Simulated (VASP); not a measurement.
Runs of VASP 6.6.1 on Mg2C. It takes space group Fm-3m (No. 225, cubic). The conventional cell has a = 5.422 Å, b = 5.422 Å, c = 5.422 Å, α = 90.00°, β = 90.00°, γ = 90.00°. C (site symmetry m-3m) has 8 Mg at 2.35 Å within 3.1 Å. Mg (site symmetry -43m) has 4 C at 2.35 Å and 6 Mg at 2.71 Å within 3.1 Å. 

| level | k mesh | grid for exact exchange (PRECFOCK) | share of exact exchange | screening parameter | gap on the mesh (eV) | pressure (GPa) |
| --- | --- | --- | --- | --- | --- | --- |
| PBE-based global hybrid with 20 % exact exchange | 4 × 4 × 4 | Normal | 0.2 | - | 1.82 | -0.4 |
| PBE-based global hybrid with 40 % exact exchange | 4 × 4 × 4 | Normal | 0.4 | - | 2.99 | -2.4 |
| PBE-based screened hybrid with 50 % exact exchange | 4 × 4 × 4 | Normal | 0.5 | 0.2078 1/Å | 2.13 | (d) |
| PBE | 6 × 6 × 6 | - | - | - | 0.73 | (a) |
| PBE-based screened hybrid with 50 % exact exchange | 4 × 4 × 4 | Normal | 0.5 | 0.1 1/Å | 2.79 | -3.5 |
| HSE06 | 4 × 4 × 4 | Normal | 0.25 | 0.2079 1/Å | (b) | (c) |

Alike in all rows: task single point; potentials or basis VASP PAW PBE potentials, release 64 (C, Mg); no spin polarisation; cell as given; cutoff (eV) 520; smearing gaussian 0.01 eV.

Question: Fill in the values left out.

Answer: (a) 1.8; (b) 1.38; (c) -0.8; (d) -3.1.

Caveats: some runs use coarse meshes; the PAW data sets were made with another functional, which shifts forces and pressure a little (at least some runs).

A k mesh can miss the band edges.
